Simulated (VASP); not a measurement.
Write the native input for VASP 6.6.1 that does the following.

| Quantity | Value |
| --- | --- |
| Task | single point |
| Functional | PBE |
| Potentials or basis | VASP PAW PBE potentials, release 64 (Mn_pv, O) |
| Cutoff | 520 eV |
| k mesh | 9 × 9 × 9 |
| Occupations | fermi-dirac, width 0.05 eV |
| Spin | collinear spin, ferromagnetic start |
| Starting moments | [5.0, 0.0] μB |
| Fixed moment | 5 μB |
| Dipole correction | no |
| Further INCAR settings | ALGO = Normal; EDIFF = 1e-06; NBANDS = 20 |

The structure of MnO lies in POSCAR:

```
MnO
1.0
    0.0000000000      2.2220003300      2.2220003300
    2.2220003300      0.0000000000      2.2220003300
    2.2220003300      2.2220003300      0.0000000000
Mn O
1 1
Direct
    0.0000000000      0.0000000000      0.0000000000
    0.5000000000      0.5000000000      0.5000000000
```

These files were run (other wordings do the same):

INCAR

```
SYSTEM = MnO
ALGO = Normal ; EDIFF = 1E-6
ENCUT = 520 ; GGA = PE
ISIF = 2 ; ISMEAR = -1
ISPIN = 2 ; LASPH = .True.
LCHARG = .False. ; LMAXMIX = 4
LORBIT = 11 ; LREAL = .False.
LWAVE = .False. ; MAGMOM = 5 0
NBANDS = 20 ; NELM = 150
NUPDOWN = 5.0 ; PREC = Accurate
SIGMA = 0.05
```

KPOINTS

```
k-points
0
Gamma
  9 9 9
  0 0 0
```

Potentials or basis: VASP PAW PBE potentials, release 64 (Mn_pv, O).

Run with:

```console
$ cat potpaw_PBE.64/Mn_pv/POTCAR potpaw_PBE.64/O/POTCAR > POTCAR
$ mpirun -np 1 vasp_std > vasp.out
```

It gave:

The pressure is 5.3 GPa, the net moment is 5.00 μB per cell and the site moments are Mn +4.48; O +0.24 μB. The valence electrons inside the program's atomic spheres are Mn 11.35; O 4.99.

Caveat: the total moment is fixed, so each spin has its own Fermi level; a cell with one magnetic atom can't hold antiferromagnetic order, which such compounds often take.

Run time: 53 s on 1 thread of Intel Xeon 6975P-C (shared host), peak memory 0.16 GiB.
